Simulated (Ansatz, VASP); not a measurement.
# Zn5S6: VASP beside Ansatz

File INCAR:

```
ALGO = Normal
EDIFF = 1E-6
ENCUT = 520
GGA = PS
ISIF = 2
ISMEAR = 0
LASPH = True
LCHARG = False
LREAL = False
LWAVE = False
NBANDS = 59
NELM = 60
PREC = Accurate
SIGMA = 0.05
```

The input KPOINTS:

```
k-points
0
Gamma
  7 7 1
```

The input POSCAR:

```
Zn5S6
1.0
    3.7876303068      0.0000000000      0.0000000000
    0.0000000000      3.7876303068      0.0000000000
    0.0000000000      0.0000000000     28.3912953727
S Zn
6 5
Direct
    0.0000000000      0.5000000000      0.2641654740
    0.5000000000      0.0000000000      0.3584992844
    0.0000000000      0.5000000000      0.4528330948
    0.5000000000      0.0000000000      0.5471669052
    0.0000000000      0.5000000000      0.6415007156
    0.5000000000      0.0000000000      0.7358345260
    0.5000000000      0.5000000000      0.3113323792
    0.0000000000      0.0000000000      0.4056661896
    0.5000000000      0.5000000000      0.5000000000
    0.0000000000      0.0000000000      0.5943338104
    0.5000000000      0.5000000000      0.6886676208
```

Input for Ansatz:

```yaml
crystal:
  lattice:
    - [3.7876303068, 0.0, 0.0]
    - [0.0, 3.7876303068, 0.0]
    - [0.0, 0.0, 28.3912953727]
  atoms:
    - { symbol: S, position: [0.0, 0.5, 0.264165474] }
    - { symbol: Zn, position: [0.5, 0.5, 0.3113323792] }
    - { symbol: S, position: [0.5, 0.0, 0.3584992844] }
    - { symbol: Zn, position: [0.0, 0.0, 0.4056661896] }
    - { symbol: S, position: [0.0, 0.5, 0.4528330948] }
    - { symbol: Zn, position: [0.5, 0.5, 0.5] }
    - { symbol: S, position: [0.5, 0.0, 0.5471669052] }
    - { symbol: Zn, position: [0.0, 0.0, 0.5943338104] }
    - { symbol: S, position: [0.0, 0.5, 0.6415007156] }
    - { symbol: Zn, position: [0.5, 0.5, 0.6886676208] }
    - { symbol: S, position: [0.5, 0.0, 0.735834526] }
basis:
  ecutwfc: 420
kpoints:
  mp_grid: { grid: [7, 7, 1] }
hamiltonian:
  xc: pbesol
scf:
  occupations: { method: gaussian, width: 0.05 }
output:
  forces: true
  stress: true
  eigenvalues: true
```

Alike in both runs: task single point; functional PBEsol; k mesh 7 × 7 × 1; occupations gaussian, width 0.05 eV; no spin polarisation.

|  | VASP | Ansatz |
| --- | --- | --- |
| version | VASP 6.6.1 | Ansatz 0.2.0 |
| potentials or method | VASP PAW PBE potentials, release 64 (S, Zn), cutoff 520 eV | scalar-relativistic, plane waves, PAW |
| valence electrons in the cell | 96 | 96 |

|  | VASP | Ansatz | Ansatz less VASP |
| --- | --- | --- | --- |
| gap on the k mesh at the Fermi level (eV) | none | none | - |
| rms of the force components (eV/Å) | 0.174 | 0.175 | +0.0009 |

VASP's potentials were made for PBE, not for PBEsol. A gap of «none» marks a metal or a gap that the smearing closes. With one functional, cell and mesh, what is left measures potentials, basis and numerics.
